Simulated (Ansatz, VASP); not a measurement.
# One calculation of Ta2N, two programs

Contents of INCAR:

```
SYSTEM = Ta2N
PREC = Accurate
ENCUT = 520
EDIFF = 1E-6
ISMEAR = 0
SIGMA = 0.15
LREAL = .FALSE.
LASPH = .TRUE.
NELM = 80
ALGO = Normal
ISIF = 2
LWAVE = .FALSE.
LCHARG = .FALSE.
GGA = PS
NBANDS = 20
```

File KPOINTS:

```
Automatic mesh
0
G
  15 15 8
  0 0 0
```

File POSCAR:

```
Ta2N
1.0
    3.0782595490      0.0000000000      0.0000000000
   -1.5391297745      2.6658509688      0.0000000000
    0.0000000000      0.0000000000      4.8239329370
Ta N
2 1
Direct
    0.6666666667      0.3333333333      0.7463700642
    0.3333333333      0.6666666667      0.2536299358
    0.0000000000      0.0000000000      0.0000000000
```

Input for Ansatz:

```yaml
crystal:
  lattice:
    - [3.078259549, 0.0, 0.0]
    - [-1.5391297745, 2.6658509688, 0.0]
    - [0.0, 0.0, 4.823932937]
  atoms:
    - { symbol: Ta, position: [0.6666666667, 0.3333333333, 0.7463700642] }
    - { symbol: Ta, position: [0.3333333333, 0.6666666667, 0.2536299358] }
    - { symbol: "N", position: [0.0, 0.0, 0.0] }
basis:
  ecutwfc: 520.0
kpoints:
  mp_grid: { grid: [15, 15, 8] }
hamiltonian:
  xc: pbesol
  pseudopotentials: { kind: paw, azcp: { folder: soft_1 } }
scf:
  occupations: { method: gaussian, width: 0.15 }
output:
  forces: true
  stress: true
  eigenvalues: true
```

Alike in both runs: task single point; functional PBEsol; k mesh 15 × 15 × 8; occupations gaussian, width 0.15 eV; no spin polarisation.

```csv
,VASP,Ansatz
version,VASP 6.6.1,Ansatz 0.2.0
potentials or method,"VASP PAW PBE potentials, release 64 (Ta_pv, N), cutoff 520 eV","scalar-relativistic, plane waves, PAW"
valence electrons in the cell,27,31
```

```tsv
	VASP	Ansatz	Ansatz less VASP
gap on the k mesh at the Fermi level (eV)	none	none	-
pressure (GPa)	0.6	0.0	-0.61
traceless stress, the component that is largest in VASP (GPa)	-0.23	-0.13	+0.099
rms of the force components (eV/Å)	0.029	0.004	-0.0256
```

VASP's potentials were made for PBE, not for PBEsol, and Ansatz warns of the same on its side. Atom by atom the forces differ by 0.026 eV/Å (rms over components). A gap of «none» marks a metal or a gap that the smearing closes. VASP's potentials hold 27 valence electrons a cell and Ansatz's 31, so a difference there can come from the potentials and not from the codes.

Neither program's run includes spin-orbit coupling.
